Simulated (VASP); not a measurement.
# GaAs in VASP: notebook

GaAs is run at these levels: PBE, r2SCAN; tasks: single point.

Everything below comes from runs of VASP 6.6.1. Logs are shortened: lines on timing, memory, paths and dates and some standing lists are left out, and cuts for length are marked.

## 1. The cell of the first run

Symmetry: F-43m, No. 216, cubic system. The conventional cell has a = 5.666 Å, b = 5.666 Å, c = 5.666 Å, α = 90.00°, β = 90.00°, γ = 90.00°. Within 3.2 Å of Ga (site symmetry -43m) lie 4 As at 2.45 Å. As (site symmetry -43m) has 4 Ga at 2.45 Å within 3.2 Å.

## 2. Single point, PBE

Input file INCAR:

```
ALGO = Normal
EDIFF = 1E-7
ENCUT = 520
GGA = PE
ISIF = 2
ISMEAR = 0
LASPH = True
LCHARG = False
LREAL = False
LWAVE = False
NBANDS = 16
NELM = 80
PREC = Accurate
SIGMA = 0.01
```

Input file KPOINTS:

```
k-points
0
Gamma
  4 4 4
```

Input file POSCAR:

```
GaAs
1.0
    0.0000000000      2.8330850955      2.8330850955
    2.8330850955      0.0000000000      2.8330850955
    2.8330850955      2.8330850955      0.0000000000
Ga As
1 1
Direct
    0.0000000000      0.0000000000      0.0000000000
    0.2500000000      0.2500000000      0.2500000000
```

Potentials or basis: VASP PAW PBE potentials, release 64 (Ga_d, As).

Started as:

```
> cat potpaw_PBE.64/Ga_d/POTCAR potpaw_PBE.64/As/POTCAR > POTCAR
> mpirun -np 1 vasp_std > vasp.out
```

OUTCAR:

```text
EDIFF = 1E-7
   ENCUT = 520
   GGA = PE
   ISIF = 2
   ISMEAR = 0
   LASPH = True
   LREAL = False
   NELM = 80
   PREC = Accurate

 ion  position               nearest neighbor table
   1  0.000  0.000  0.000-   2 2.45   2 2.45   2 2.45   2 2.45
   2  0.250  0.250  0.250-   1 2.45   1 2.45   1 2.45   1 2.45

  LATTYP: Found a face centered cubic cell.
 ALAT       =     5.6661701910

  Lattice vectors:

 A1 = (   0.0000000000,   2.8330850955,   2.8330850955)
 A2 = (   2.8330850955,   0.0000000000,   2.8330850955)
 A3 = (   2.8330850955,   2.8330850955,   0.0000000000)

Analysis of symmetry for initial positions (statically):
=====================================================================
 Subroutine PRICEL returns:
 Original cell was already a primitive cell.

 Routine SETGRP: Setting up the symmetry group for a
 face centered cubic supercell.

 Subroutine GETGRP returns: Found 24 space group operations
 (whereof 24 operations were pure point group operations)
 out of a pool of 48 trial point group operations.

The static configuration has the point symmetry T_d .

Analysis of symmetry for dynamics (positions and initial velocities):
=====================================================================
 Subroutine PRICEL returns:
 Original cell was already a primitive cell.

 Routine SETGRP: Setting up the symmetry group for a
 face centered cubic supercell.

 Subroutine GETGRP returns: Found 24 space group operations
 (whereof 24 operations were pure point group operations)
 out of a pool of 48 trial point group operations.

The dynamic configuration has the point symmetry T_d .

 Subroutine INISYM returns: Found 24 space group operations
 (whereof 24 operations are pure point group operations),
 and found     1 'primitive' translations

----------------------------------------------------------------------------------------

                                     Primitive cell

  volume of cell :      45.4788

  direct lattice vectors                    reciprocal lattice vectors
     0.000000000  2.833085095  2.833085095    -0.176486051  0.176486051  0.176486051
     2.833085095  0.000000000  2.833085095     0.176486051 -0.176486051  0.176486051
     2.833085095  2.833085095  0.000000000     0.176486051  0.176486051 -0.176486051

  length of vectors
     4.006587365  4.006587365  4.006587365     0.305682807  0.305682807  0.305682807

  position of ions in fractional coordinates (direct lattice)
     0.000000000  0.000000000  0.000000000
     0.250000000  0.250000000  0.250000000

  ion indices of the primitive-cell ions
   primitive index   ion index
                 1           1
                 2           2

----------------------------------------------------------------------------------------

 KPOINTS: k-points

Automatic generation of k-mesh.
 Grid dimensions read from file:
 generate k-points for:    4    4    4

 Generating k-lattice:

  Cartesian coordinates                     Fractional coordinates (reciprocal lattice)
    -0.044121513  0.044121513  0.044121513     0.250000000  0.000000000  0.000000000
     0.044121513 -0.044121513  0.044121513     0.000000000  0.250000000  0.000000000
     0.044121513  0.044121513 -0.044121513     0.000000000  0.000000000  0.250000000

  Length of vectors
     0.076420702  0.076420702  0.076420702

  Shift w.r.t. Gamma in fractional coordinates (k-lattice)
     0.000000000  0.000000000  0.000000000

 Subroutine IBZKPT returns following result:
 ===========================================

 Found      8 irreducible k-points:

 Following reciprocal coordinates:
            Coordinates               Weight
  0.000000  0.000000  0.000000      1.000000
  0.250000  0.000000  0.000000      8.000000
  0.500000  0.000000  0.000000      4.000000
  0.250000  0.250000  0.000000      6.000000
  0.500000  0.250000  0.000000     24.000000
 -0.250000  0.250000  0.000000     12.000000
  0.500000  0.500000  0.000000      3.000000
 -0.250000  0.500000  0.250000      6.000000
   k-points           NKPTS =      8   k-points in BZ     NKDIM =      8   number of bands    NBANDS=     16
   number of dos      NEDOS =    301   number of ions     NIONS =      2
   total plane-waves  NPLWV =  27000
   dimension x,y,z NGX =    30 NGY =   30 NGZ =   30
   dimension x,y,z NGXF=    60 NGYF=   60 NGZF=   60
   ions per type =               1   1
   NGX,Y,Z   is equivalent  to a cutoff of  12.45, 12.45, 12.45 a.u.
   NGXF,Y,Z  is equivalent  to a cutoff of  24.90, 24.90, 24.90 a.u.
 SYSTEM =  unknown system
   PREC   = accura    normal or accurate (medium, high low for compatibility)
   ISTART =      0    job   : 0-new  1-cont  2-samecut
   ICHARG =      2    charge: 1-file 2-atom 10-const
   ISPIN  =      1    spin polarized calculation?
   LNONCOLLINEAR =      F non collinear calculations
   LSORBIT =      F    spin-orbit coupling
   LASPH  =      T    aspherical Exc in radial PAW
   ENCUT  =  520.0 eV  38.22 Ry    6.18 a.u.   7.45  7.45  7.45*2*pi/ulx,y,z
   NELM   =     80;   NELMIN=  2; NELMDL= -5     # of ELM steps
   EDIFF  = 0.1E-06   stopping-criterion for ELM
   LREAL  =      F    real-space projection
   EDIFFG = 0.1E-05   stopping-criterion for IOM
   NSW    =      0    number of steps for IOM
   IBRION =     -1    ionic relax: 0-MD 1-quasi-New 2-CG
   NFREE  =      0    steps in history (QN), initial steepest desc. (CG)
   ISIF   =      2    stress and relaxation
   ISYM   =      2    0-nonsym 1-usesym 2-fastsym
   POTIM  = 0.5000    time-step for ionic-motion
   TEBEG  =    0.0;   TEEND  =   0.0 temperature during run
   PSTRESS=    0.0 pullay stress
   NELECT =      18.0000    total number of electrons
   NUPDOWN=      -1.0000    fix difference up-down
   EMIN   =  10.00;   EMAX   =-10.00  energy-range for DOS
   EFERMI =   0.00;   METHOD = LEGACY
   ISMEAR =     0;   SIGMA  =   0.01  broadening in eV -4-tet -1-fermi 0-gaus
   EFERMI_NEDOS =   21; number of points for ismear=-14 and -15
   IALGO  =     38    algorithm
   IMIX   =      4    mixing-type and parameters
     AMIX     =   0.40;   BMIX     =  1.00
     AMIX_MAG =   1.60;   BMIX_MAG =  1.00
  volume/ion in A,a.u.               =      22.74       153.45
  Fermi-wavevector in a.u.,A,eV,Ry     =   1.201977  2.271407 19.656990  1.444748
  Thomas-Fermi vector in A             =   2.337771
   LORBIT       =      0    0 simple, 1 ext, 2 COOP (PROOUT), +10 PAW based schemes
   GGA     = PE    functional components
   LHFCALC =     F    Hartree Fock is set to
   AEXX    =    0.0000 exact exchange contribution
   IVDW    =     0    specifies the selected vdW correction
   LEPSILON=     F    determine dielectric tensor
   LRPA    =     F    only Hartree local field effects (RPA)
 non-spin polarized calculation
 Gauss-broadening in eV      SIGMA  =   0.01
  energy-cutoff  :      520.00
  volume of cell :       45.48
 maximum number of plane-waves:      1243
 NGX is ok and might be reduce to    30
   NGX = 15   NGY = 15   NGZ = 15

 number of electron      17.9999990 magnetization

 Free energy of the ion-electron system (eV)
  ---------------------------------------------------
  ext. energy  EPLUGINS =         0.00000000
  ---------------------------------------------------
  free energy    TOTEN  =        -8.07966141 eV

  energy without entropy =       -8.07966141  energy(sigma->0) =       -8.07966141

 E-fermi :   3.9732     XC(G=0):  -9.5306

 val. band max:        3.9194794128   @ k =   0.0000   0.0000   0.0000
 cond. band min:       4.3785143586   @ k =   0.0000   0.0000   0.0000
 fundamental gap:      0.4590349458
 Fermi energy:         3.9731566441

 k-point     1 :       0.0000    0.0000    0.0000
  band No.  band energies     occupation
      1     -10.9330      2.00000
      2     -10.9330      2.00000
      3     -10.9330      2.00000
      4     -10.8568      2.00000
      5     -10.8568      2.00000
      6      -8.7614      2.00000
      7       3.9195      2.00000
      8       3.9195      2.00000
      9       3.9195      2.00000
     10       4.3785      0.00000
     11       7.6118      0.00000
     12       7.6118      0.00000
     13       7.6118      0.00000
     14      11.4788      0.00000
     15      13.9958      0.00000
     16      13.9958      0.00000

 k-point     2 :       0.2500    0.0000    0.0000
  band No.  band energies     occupation
      1     -10.9732      2.00000
      2     -10.9221      2.00000
      3     -10.9221      2.00000
      4     -10.8565      2.00000
      5     -10.8565      2.00000
      6      -8.0751      2.00000
      7      -0.2196      2.00000
      8       3.2423      2.00000
      9       3.2423      2.00000
     10       5.3285      0.00000
     11       8.4763      0.00000
     12       8.4763      0.00000
     13       9.8370      0.00000
     14      12.8546      0.00000
     15      12.9089      0.00000
     16      12.9089      0.00000

 k-point     3 :       0.5000    0.0000    0.0000
  band No.  band energies     occupation
      1     -11.0079      2.00000
      2     -10.9143      2.00000
      3     -10.9142      2.00000
      4     -10.8530      2.00000
      5     -10.8530      2.00000
      6      -7.0109      2.00000
      7      -2.7060      2.00000
      8       2.7803      2.00000
      9       2.7803      2.00000
     10       4.8812      0.00000
     11       8.5205      0.00000
     12       8.5205      0.00000
     13      11.6550      0.00000
     14      14.2807      0.00000
     15      15.7326      0.00000
     16      15.7326      0.00000

 k-point     4 :       0.2500    0.2500    0.0000
  band No.  band energies     occupation
      1     -10.9930      2.00000
      2     -10.9097      2.00000
      3     -10.9097      2.00000
      4     -10.8680      2.00000
      5     -10.8506      2.00000
      6      -7.8410      2.00000
      7      -0.1780      2.00000
      8       2.2338      2.00000
      9       2.2338      2.00000
     10       5.8768      0.00000
     11       7.1542      0.00000
     12      10.4771      0.00000
     13      10.4771      0.00000
     14      11.3289      0.00000
     15      14.9948      0.00000
     16      15.2780      0.00000

 k-point     5 :       0.5000    0.2500    0.0000
  band No.  band energies     occupation
      1     -11.0194      2.00000
      2     -10.9038      2.00000
      3     -10.8987      2.00000
      4     -10.8673      2.00000
      5     -10.8499      2.00000
      6      -6.7223      2.00000
      7      -2.3493      2.00000
      8       0.6962      2.00000
      9       1.8866      2.00000
     10       6.0977      0.00000
     11       8.5848      0.00000
     12      10.1169      0.00000
     13      10.8259      0.00000
     14      14.2600      0.00000
     15      15.8821      0.00000
     16      16.4472      0.00000

 k-point     6 :      -0.2500    0.2500    0.0000
  band No.  band energies     occupation
      1     -11.0050      2.00000
      2     -10.9105      2.00000
      3     -10.9085      2.00000
      4     -10.8586      2.00000
      5     -10.8565      2.00000
      6      -7.1340      2.00000
      7      -1.7232      2.00000
      8       0.5693      2.00000
      9       2.7021      2.00000
     10       6.6111      0.00000
     11       9.5053      0.00000
     12       9.5311      0.00000
     13       9.7289      0.00000
     14      12.2771      0.00000
     15      14.2168      0.00000
     16      16.5523      0.00000

 k-point     7 :       0.5000    0.5000    0.0000
  band No.  band energies     occupation
      1     -11.0389      2.00000
      2     -10.8853      2.00000
      3     -10.8853      2.00000
      4     -10.8815      2.00000
      5     -10.8443      2.00000
      6      -6.2725      2.00000
      7      -2.8966      2.00000
      8       1.2512      2.00000
      9       1.2512      2.00000
     10       5.3694      0.00000
     11       5.5578      0.00000
     12      14.0133      0.00000
     13      14.0133      0.00000
     14      14.8515      0.00000
     15      17.1553      0.00000
     16      17.2235      0.00000

 k-point     8 :      -0.2500    0.5000    0.2500
  band No.  band energies     occupation
      1     -11.0261      2.00000
      2     -10.9030      2.00000
      3     -10.8899      2.00000
      4     -10.8673      2.00000
      5     -10.8528      2.00000
      6      -6.2158      2.00000
      7      -2.7141      2.00000
      8       0.4015      2.00000
      9       0.5902      2.00000
     10       8.4939      0.00000
     11       8.6242      0.00000
     12       9.2773      0.00000
     13       9.9319      0.00000
     14      14.9462      0.00000
     15      16.0553      0.00000
     16      17.1812      0.00000

------------------------ aborting loop because EDIFF is reached ----------------------------------------

  FORCE on cell =-STRESS in cart. coord.  units (eV):
  Direction    XX          YY          ZZ          XY          YZ          ZX
  --------------------------------------------------------------------------------------
  -------------------------------------------------------------------------------------
  Total        0.9155425      0.9155425      0.9155425      0.0000000      0.0000000      0.0000000
  in kB       32.2537520     32.2537520     32.2537520      0.0000000      0.0000000      0.0000000
  external PRESSURE =      32.2537520 kB  Pullay stress =       0.0000000 kB

 VOLUME and BASIS-vectors are now :
 -----------------------------------------------------------------------------
  energy-cutoff  :      520.00
  volume of cell :       45.48
      direct lattice vectors                 reciprocal lattice vectors
     0.000000000  2.833085095  2.833085095    -0.176486051  0.176486051  0.176486051
     2.833085095  0.000000000  2.833085095     0.176486051 -0.176486051  0.176486051
     2.833085095  2.833085095  0.000000000     0.176486051  0.176486051 -0.176486051

 POSITION                                       TOTAL-FORCE (eV/Angst)
 -----------------------------------------------------------------------------------
      0.00000      0.00000      0.00000         0.000000      0.000000     -0.000000
      1.41654      1.41654      1.41654        -0.000000     -0.000000      0.000000
 -----------------------------------------------------------------------------------
    total drift:                                0.000002      0.000002      0.000002

  FREE ENERGIE OF THE ION-ELECTRON SYSTEM (eV)
  ---------------------------------------------------
  free  energy   TOTEN  =        -8.0796614094 eV

  energy  without entropy=       -8.0796614094  energy(sigma->0) =       -8.07966141
```

Wall time 6.5 s (1 thread of Intel Xeon Platinum 8559C (Emerald Rapids), shared host); peak memory 0.16 GiB.

What came out:

* Free energy: -8.0797 eV
* Pressure: 3.2 GPa
* Band gap on the k mesh: 0.46 eV, direct

Levels at points of the mesh, in eV from the valence-band top:
```csv
k point,band 5,band 6,band 7,band 8,band 9,band 10,band 11,band 12,band 13,band 14
"(0.00, 0.00, 0.00)",-14.78,-12.68,0.00,0.00,0.00,0.46,3.69,3.69,3.69,7.56
"(0.50, 0.00, 0.00)",-14.77,-10.93,-6.63,-1.14,-1.14,0.96,4.60,4.60,7.74,10.36
"(0.50, 0.50, 0.00)",-14.76,-10.19,-6.82,-2.67,-2.67,1.45,1.64,10.09,10.09,10.93
```

Caveat: the k points lie up to 0.48 Å⁻¹ apart.

[end of part 1 of 2]
